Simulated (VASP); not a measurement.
Input of a VASP 6.6.1 run:

INCAR

```
SYSTEM = Sn3Te2O
ALGO = Normal
EDIFF = 1E-7
ENCUT = 520
GGA = PE
ISIF = 2
ISMEAR = 0
LASPH = .True.
LCHARG = .True.
LELF = .True.
LREAL = .False.
LVHAR = .True.
LWAVE = .False.
NBANDS = 39
NELM = 100
PREC = Accurate
SIGMA = 0.1
```

KPOINTS

```
k-points
0
Gamma
  6 6 8
  0 0 0
```

POSCAR

```
Sn3Te2O
1.0
    6.7648655519      0.0000000000      0.0000000000
   -3.3824327759      5.8585454211      0.0000000000
    0.0000000000      0.0000000000      4.8845987698
Sn Te O
3 2 1
Direct
    0.5000000000      0.0000000000      0.5000000000
    0.5000000000      0.5000000000      0.5000000000
    0.0000000000      0.5000000000      0.5000000000
    0.3333333333      0.6666666667      0.0000000000
    0.6666666667      0.3333333333      0.0000000000
    0.0000000000      0.0000000000      0.0000000000
```

Potentials or basis: VASP PAW PBE potentials, release 64 (Sn_d, Te, O).

Command:

```console
$ cat potpaw_PBE.64/Sn_d/POTCAR potpaw_PBE.64/Te/POTCAR potpaw_PBE.64/O/POTCAR > POTCAR
$ mpirun -np 1 vasp_std > vasp.out
```

Task: Estimate the pressure.

Result: 0.0 GPa.

Task: What does it give for the band gap on the k mesh?

Result: Zero (bands 30 and 31 overlap by 0.33 eV).

Caveat: semilocal functionals underestimate gaps, so a narrow gap can read as zero; spin-orbit coupling is left out, which moves the levels of the heavy elements.
